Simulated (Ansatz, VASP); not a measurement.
**Os2C3 in VASP and in Ansatz**

```
Os C
1.0
     3.29585    0.00000    0.00000
    -1.64793    2.85429    0.00000
     0.00000    0.00000    5.12781
Os C
2 3
Direct
  0.33333 0.66667 0.24500
  0.66667 0.33333 0.75500
  0.00000 0.00000 0.00000
  0.33333 0.66667 0.64500
  0.66667 0.33333 0.35500
```

Alike in both runs: task single point; functional PBE; k mesh 6 × 6 × 4; occupations gaussian, width 0.1 eV; no spin polarisation.

```csv
,VASP,Ansatz
version,VASP 6.6.1,Ansatz 0.2.0
potentials or method,"VASP PAW PBE potentials, release 64 (Os, C), cutoff 520 eV","scalar-relativistic, plane waves, PAW"
valence electrons in the cell,28,44
```

```tsv
	VASP	Ansatz	Ansatz less VASP
gap on the k mesh at the Fermi level (eV)	none	none	-
pressure (GPa)	25.8	21.9	-3.87
traceless stress, the component that is largest in VASP (GPa)	1.33	1.70	+0.366
rms of the force components (eV/Å)	0.544	0.581	+0.0374
```

Atom by atom the forces differ by 0.085 eV/Å (rms over components). A gap of «none» marks a metal or a gap that the smearing closes. The functional is the same, so the differences come from potentials, cutoffs and numerics. VASP's potentials hold 28 valence electrons a cell and Ansatz's 44, so a difference there can come from the potentials and not from the codes.

The k mesh is coarse, so the values compare programs but aren't converged. Neither program's run includes spin-orbit coupling.
